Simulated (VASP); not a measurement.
# CO in VASP: further runs, part 3 of 3

VASP 6.6.1. The steps go on from the part before.

## (6) Single point, r2SCAN

File POSCAR:

```
CO
1.0
    9.1481650000      0.0000000000      0.0000000000
    0.0000000000      9.1481650000      0.0000000000
    0.0000000000      0.0000000000      9.1481650000
O C
12 12
Direct
    0.7716082952      0.0759605888      0.3793329045
    0.8432620094      0.9214416224      0.7131594150
    0.4828509324      0.7154768197      1.0365794670
    0.9646852675      0.5759625018      0.1650276312
    0.5601669843      0.5068120219      0.4744011504
    0.2154202509      0.2659659068      0.9974896605
    0.2216838022      0.2836962385      0.3980361089
    0.1727887505      1.0349616562      0.1690284336
    0.7686896771      0.4075680751      0.6905537887
    0.3622037862      0.1126236792      0.8041831340
    0.2894678878      0.7844414700      0.5074023042
    0.6740368150      0.2076700628      0.9988341924
    0.7404763688      0.1766474479      0.3108929496
    0.8146005237      0.8192134707      0.6522182317
    0.3955656681      0.7972527824      1.0345134789
    0.9117566200      0.6383028728      0.0685820599
    0.4672193822      0.4233307991      0.4674052119
    0.1375685725      0.2888666744      0.9087068281
    0.1271293205      0.3336297498      0.3359471544
    0.1805935945      0.9126201812      0.1812494637
    0.7848021980      0.3814972730      0.5738418579
    0.4475760986      0.1530798800      0.7299933921
    0.1907486365      0.7598463736      0.4374647812
    0.7424549076      0.1079560764      0.9664451833
```

File INCAR.step1:

```
SYSTEM = CO
PREC     = Accurate       ! precision mode
ENCUT    = 520            ! plane-wave cutoff, eV
ISMEAR   = -1             ! smearing method
SIGMA    = 0.05           ! smearing width, eV
LREAL    = Auto         
LASPH    = .TRUE.         ! aspherical terms in the spheres
NELM     = 80             ! most SCF steps
NBANDS   = 78             ! bands
GGA      = PE             ! functional
ALGO     = Normal         ! electronic algorithm
EDIFF    = 1E-4           ! SCF threshold, eV
LWAVE    = .TRUE.         ! write WAVECAR
LCHARG   = .FALSE.        ! write CHGCAR
```

File INCAR.step2:

```
SYSTEM = CO
PREC     = Accurate       ! precision mode
ENCUT    = 520            ! plane-wave cutoff, eV
EDIFF    = 1E-6           ! SCF threshold, eV
ISMEAR   = -1             ! smearing method
SIGMA    = 0.05           ! smearing width, eV
LREAL    = Auto         
LASPH    = .TRUE.         ! aspherical terms in the spheres
NELM     = 80             ! most SCF steps
ALGO     = Normal         ! electronic algorithm
ISIF     = 2              ! what is computed and relaxed
LWAVE    = .FALSE.        ! write WAVECAR
LCHARG   = .FALSE.        ! write CHGCAR
METAGGA  = R2SCAN         ! meta-GGA
LMIXTAU  = .TRUE.       
NBANDS   = 78             ! bands
ISTART   = 1
```

File KPOINTS:

```
Automatic mesh
0
G
  1 1 1
  0 0 0
```

Potentials or basis: VASP PAW PBE potentials, release 64 (O, C).

Command:

```bash
$ cat potpaw_PBE.64/O/POTCAR potpaw_PBE.64/C/POTCAR > POTCAR
$ cp INCAR.step1 INCAR
$ mpirun -np 1 vasp_gam > vasp.out
$ cp INCAR.step2 INCAR
$ mpirun -np 1 vasp_gam > vasp.out
```

Wall time 6.7 min (1 thread of AMD EPYC 7R43 (Zen 3), shared host); peak memory 0.71 GiB.

It converged, with:

```yaml
Free_energy: -196.4684 eV
Pressure: 1.9 GPa
Largest_force: 5.711 eV/Å
```

Forces in eV/Å, atoms in the order of the input:
```
O   -0.352  1.161 -0.865
O    0.502  1.552  0.826
O    4.096 -3.974  0.224
O   -1.101  1.296 -1.962
O   -1.172 -0.462 -0.256
O    2.871 -0.512  3.428
O   -0.070 -0.457  0.167
O   -0.117  1.128 -0.011
O   -0.545  0.923  4.155
O   -3.289 -1.915  2.800
O    0.799  0.233  0.459
O    0.634 -0.962 -0.513
C    0.368 -1.228  1.008
C   -0.462 -1.624 -0.934
C   -3.675  3.819 -0.552
C    1.044 -1.220  1.895
C    1.143  0.981  0.148
C   -3.127  0.994 -3.326
C   -0.388  0.118 -0.207
C   -0.306 -1.070  0.158
C    1.096 -1.077 -3.803
C    3.565  1.649 -3.109
C   -0.835 -0.381 -0.153
C   -0.678  1.030  0.424
```

Stress tensor (GPa, compression positive):
```
 2.28 -0.42 -0.11
-0.42  1.20  0.30
-0.11  0.30  2.27
```

Levels at points of the mesh, in eV from the Fermi level:
```
           k point  band 58  band 59  band 60  band 61  band 62  band 63
(0.00, 0.00, 0.00)    -1.81    -1.68    -1.22     4.75     4.81     4.86
```

Caveat: the k points lie up to 0.69 Å⁻¹ apart; the atoms stand as in a frame of molecular dynamics; the PAW data sets were made with another functional, which shifts forces and pressure a little.

## (7) Single point, r2SCAN

File POSCAR:

```
CO
1.0
    9.1481650000      0.0000000000      0.0000000000
    0.0000000000      9.1481650000      0.0000000000
    0.0000000000      0.0000000000      9.1481650000
O C
12 12
Direct
    0.7907378146      0.0402047842      0.3227423205
    0.8017017620      0.9306565852      0.7145586027
    0.4802711801      0.7145476716      1.0870813983
    0.9652099629      0.6321377019      0.1572337185
    0.5194484358      0.5318006398      0.4767294862
    0.2430760704      0.2909873182      0.9850828008
    0.2298384430      0.2774873431      0.3762284567
    0.1981053031      1.0359782536      0.1994498350
    0.7178707424      0.4009219335      0.6747254777
    0.3163585265      0.1210297366      0.7995046001
    0.2985079521      0.7642297663      0.5381516402
    0.7158594101      0.2295433019      0.9581702997
    0.7958317324      0.1616171112      0.3212775458
    0.8349215389      0.8128843325      0.6925979144
    0.4599392337      0.7245387463      0.9671775706
    0.9013392303      0.6686586873      0.0612691179
    0.4962415960      0.4259870695      0.4186085406
    0.1442475076      0.3265244997      0.9133088439
    0.1157827827      0.2529687648      0.3443532118
    0.1042504152      0.9512836727      0.1830531041
    0.8032758482      0.3407677933      0.6133361171
    0.4292554846      0.1777077698      0.7769208360
    0.1936016677      0.7460949819      0.4681485303
    0.7282334763      0.1007087214      0.9663577340
```

File INCAR.step1:

```
ALGO = Normal ; EDIFF = 1E-4
ENCUT = 520 ; GGA = PE
ISMEAR = -1 ; LASPH = True
LCHARG = False ; LREAL = Auto
LWAVE = True ; NBANDS = 78
NELM = 60 ; PREC = Accurate
SIGMA = 0.05
```

File INCAR.step2:

```
ALGO = Normal ; EDIFF = 1E-6
ENCUT = 520 ; ISIF = 2
ISMEAR = -1 ; ISTART = 1
LASPH = True ; LCHARG = False
LMIXTAU = True ; LREAL = Auto
LWAVE = False ; METAGGA = R2SCAN
NBANDS = 78 ; NELM = 60
PREC = Accurate ; SIGMA = 0.05
```

File KPOINTS:

```
k-points
0
Gamma
  1 1 1
```

Command:

```bash
$ cat potpaw_PBE.64/O/POTCAR potpaw_PBE.64/C/POTCAR > POTCAR
$ cp INCAR.step1 INCAR
$ mpirun -np 1 vasp_gam > vasp.out
$ cp INCAR.step2 INCAR
$ mpirun -np 1 vasp_gam > vasp.out
```

Run time: 6.7 min. Hardware: 1 thread of AMD EPYC 7R43 (Zen 3), shared host; peak memory 0.71 GiB.

The run converged. Its results:

```yaml
Free_energy: -196.4166 eV
Pressure: 0.3 GPa
Largest_force: 5.229 eV/Å
```

Forces in eV/Å, atoms in the order of the input:
```
O   -0.077 -3.281  0.128
O    0.080 -0.250 -0.175
O    0.397 -0.204  2.377
O    1.978 -1.249  2.988
O    0.138  1.160  0.530
O   -2.873  1.489 -1.197
O    3.431  0.841  1.163
O   -2.281 -2.663 -0.687
O   -2.339  1.698  1.778
O    4.036  1.174 -1.323
O   -2.814 -0.433 -1.831
O    0.582 -5.143  0.367
C   -0.117  3.270 -0.132
C   -0.046  0.187  0.016
C   -0.389  0.205 -2.371
C   -2.034  1.131 -3.002
C    0.017 -1.037 -0.661
C    2.282 -0.662  1.988
C   -3.640 -0.362 -0.785
C    2.448  2.159  0.285
C    2.529 -1.703 -1.602
C   -3.562 -2.001  0.430
C    2.790  0.476  1.870
C   -0.535  5.199 -0.155
```

Stress tensor (GPa, compression positive):
```
-0.36 -0.93 -0.31
-0.93 -0.07  0.70
-0.31  0.70  1.43
```

Levels at points of the mesh, in eV from the Fermi level:
```tsv
k point	band 56	band 57	band 58	band 59	band 60	band 61	band 62	band 63	band 64	band 65
(0.00, 0.00, 0.00)	-1.87	-1.73	-1.71	-1.61	-1.24	4.72	4.86	4.98	5.01	5.11
```

Caveat: the k points lie up to 0.69 Å⁻¹ apart; the atoms stand as in a frame of molecular dynamics; the PAW data sets were made with another functional, which shifts forces and pressure a little.

## (8) Overview

```tsv
cell	pressure (GPa)	largest force (eV/Å)
as given, atomic positions A	2.1	9.04
as given, atomic positions B	-0.7	5.43
as given, atomic positions C	1.0	5.21
as given, atomic positions D	2.8	10.63
as given, atomic positions E	1.9	5.71
as given, atomic positions F	0.3	5.23
```

Alike in all rows: task single point; level r2SCAN; potentials or basis VASP PAW PBE potentials, release 64 (O, C); no spin polarisation; k mesh 1 × 1 × 1; cutoff (eV) 520; smearing fermi-dirac 0.05 eV.

Caveats: all runs use coarse meshes; the PAW data sets were made with another functional, which shifts forces and pressure a little; the atoms stand as in a frame of molecular dynamics (at least some runs).

Absolute energies hang on the potentials; compare differences alone.
